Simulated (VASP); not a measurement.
Write the native input for VASP 6.6.1 that does the following.

```
Task                   : single point
Functional             : LDA
Potentials or basis    : VASP PAW LDA potentials, release 64 (Hg)
Cutoff                 : 520 eV
k mesh                 : 18 × 18 × 18
Occupations            : fermi-dirac, width 0.1 eV
Spin                   : no spin polarisation
Dipole correction      : no
Further INCAR settings : ALGO = Normal; EDIFF = 1e-06; NBANDS = 12
```

The structure of Hg lies in POSCAR:

```
Hg
1.0
    2.8149871353      0.0000000000      0.0000000000
    0.0000000000      2.8149871353      0.0000000000
    0.0000000000      0.0000000000      2.8149871353
Hg
1
Direct
    0.0000000000      0.0000000000      0.0000000000
```

These files were run (other wordings do the same):

INCAR

```
SYSTEM = Hg
ALGO = Normal
EDIFF = 1E-6
ENCUT = 520
GGA = CA
ISIF = 2
ISMEAR = -1
LASPH = .True.
LCHARG = .False.
LREAL = .False.
LWAVE = .False.
NBANDS = 12
NELM = 100
PREC = Accurate
SIGMA = 0.1
```

KPOINTS

```
k-points
0
Gamma
  18 18 18
  0 0 0
```

Potentials or basis: VASP PAW LDA potentials, release 64 (Hg).

Run with:

```bash
$ cat potpaw_LDA.64/Hg/POTCAR > POTCAR
$ mpirun -np 1 vasp_std > vasp.out
```

It gave:

```yaml
Pressure: 7.0 GPa
Band_gap_on_the_k_mesh: zero (bands 6 and 7 overlap by 7.60 eV)
```

Caveat: the cell stands under pressure; spin-orbit coupling is left out, which moves the levels of the heavy elements.

Wall time 21 s on 1 thread of Intel(R) Xeon(R) Platinum 8488C (Sapphire Rapids) (shared host), peak memory 0.17 GiB.
